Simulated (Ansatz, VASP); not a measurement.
**Two plane-wave programs on Be2CdS2**

```xyz
5
Lattice="4.1764 0.0000 0.0000 -2.0882 3.6168 0.0000 0.0000 0.0000 6.1838" Properties=species:S:1:pos:R:3 pbc="T T T"
Be    2.0882    1.2056    1.0466
Be    2.0882    1.2056    5.1372
Cd    0.0000    0.0000    3.0919
S     0.0000    0.0000    0.0000
S     0.0000    2.4112    3.0919
```

Change from the starting cell: species swapped into the Eu2ZnSb2 type (P-6m2, No. 187).

Alike in both runs: functional PBE; k mesh 6 × 6 × 4; occupations gaussian, width 0.1 eV; no spin polarisation.

Ansatz relaxed the structure, and its values are those at the end. VASP's run is a single point on that final structure, the one shown.

|  | VASP | Ansatz |
| --- | --- | --- |
| version | VASP 6.6.1 | Ansatz 0.2.0 |
| potentials or method | VASP PAW PBE potentials, release 64 (Be, Cd_sv_GW, S), cutoff 600 eV | scalar-relativistic, plane waves, PAW |
| valence electrons in the cell | 36 | 36 |

|  | VASP | Ansatz | Ansatz less VASP |
| --- | --- | --- | --- |
| gap on the k mesh at the Fermi level (eV) | none | none | - |
| pressure (GPa) | -0.2 | 0.0 | +0.18 |
| rms of the force components (eV/Å) | 0.015 | 0.012 | -0.0023 |

A gap of «none» marks a metal or a gap that the smearing closes. With one functional, cell and mesh, what is left measures potentials, basis and numerics.
